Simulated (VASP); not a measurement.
Write the native input for VASP 6.6.1 that does the following.

```yaml
Task: single point
Functional: PBE
Potentials_or_basis: VASP PAW PBE potentials, release 64 (W_sv, C)
Cutoff: 520 eV
k_mesh: 9 × 9 × 1
Occupations: gaussian, width 0.1 eV
Spin: no spin polarisation
Dipole_correction: yes
Further_INCAR_settings: ALGO = Normal; EDIFF = 1e-06; NBANDS = 31
```

The structure of W3C lies in POSCAR:

```
W3C
1.0
    2.8545944806      0.0000000000      0.0000000000
   -1.4272972403      2.4721513377      0.0000000000
    0.0000000000      0.0000000000     21.6971108210
W C
3 1
Direct
    0.6666666667      0.3333333333      0.1843563428
    0.3333333333      0.6666666667      0.2926027619
    0.0000000000      0.0000000000      0.4008418859
    0.7777777778     -0.7777777778      0.5174472728
```

The input as run:

INCAR

```
PREC = Accurate
ENCUT = 520
EDIFF = 1E-6
ISMEAR = 0
SIGMA = 0.1
LREAL = False
LASPH = True
NELM = 80
ALGO = Normal
ISIF = 2
LWAVE = False
LCHARG = False
LDIPOL = True
IDIPOL = 3
DIPOL = 0.5 0.5 0.349
GGA = PE
NBANDS = 31
```

KPOINTS

```
regular mesh
0
Gamma
  9 9 1
```

Potentials or basis: VASP PAW PBE potentials, release 64 (W_sv, C).

The run is started by

```bash
$ cat potpaw_PBE.64/W_sv/POTCAR potpaw_PBE.64/C/POTCAR > POTCAR
$ mpirun -np 1 vasp_std > vasp.out
```

Results of the run:

The largest force is 2.708 eV/Å. The band gap on the k mesh is zero (bands 23 and 24 overlap by 0.94 eV).

Caveat: spin-orbit coupling is left out, which moves the levels of the heavy elements.

Run time: 3.2 min on 1 thread of Intel(R) Xeon(R) Platinum 8375C CPU @ 2.90GHz (Ice Lake), with other jobs on the host, peak memory 0.34 GiB.
